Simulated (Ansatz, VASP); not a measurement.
## Mo12CO in VASP and in Ansatz

```
Mo O C
1.0
     5.42175    0.00000    0.00000
    -1.80725    5.11168    0.00000
     0.00000    0.00000   23.06312
Mo O C
12 1 1
Direct
  0.25000 0.25000 0.17344
  0.25000 0.75000 0.17344
  0.75000 0.25000 0.17344
  0.75000 0.75000 0.17344
  0.00000 0.00000 0.26694
  0.00000 0.50000 0.26694
  0.50000 0.00000 0.26694
  0.50000 0.50000 0.26694
  0.25000 0.25000 0.36045
  0.25000 0.75000 0.36045
  0.75000 0.25000 0.36045
  0.75000 0.75000 0.36045
  0.41667 0.41667 0.51654
  0.41667 0.41667 0.56641
```

Alike in both runs: task single point; functional PBE; dispersion D3(BJ); k mesh 5 × 5 × 1; occupations gaussian, width 0.1 eV; no spin polarisation.

|  | VASP | Ansatz |
| --- | --- | --- |
| version | VASP 6.6.1 | Ansatz 0.2.0 |
| potentials or method | VASP PAW PBE potentials, release 64 (Mo_sv, O, C), cutoff 520 eV | scalar-relativistic, plane waves, PAW |
| valence electrons in the cell | 178 | 178 |

Ansatz gave:

| Property | Result |
| --- | --- |
| gap on the k mesh at the Fermi level (eV) | none |
| rms of the force components (eV/Å) | 0.332 |

Which values does VASP return?

gap on the k mesh at the Fermi level (eV): none; rms of the force components (eV/Å): 0.155.

Atom by atom the forces differ by 0.178 eV/Å (rms over components). A gap of «none» marks a metal or a gap that the smearing closes. One of these differences is far larger than is usual between the two programs; its cause wasn't traced.

Noted on VASP's run: the standard files for N, O and F lose accuracy on very short bonds.
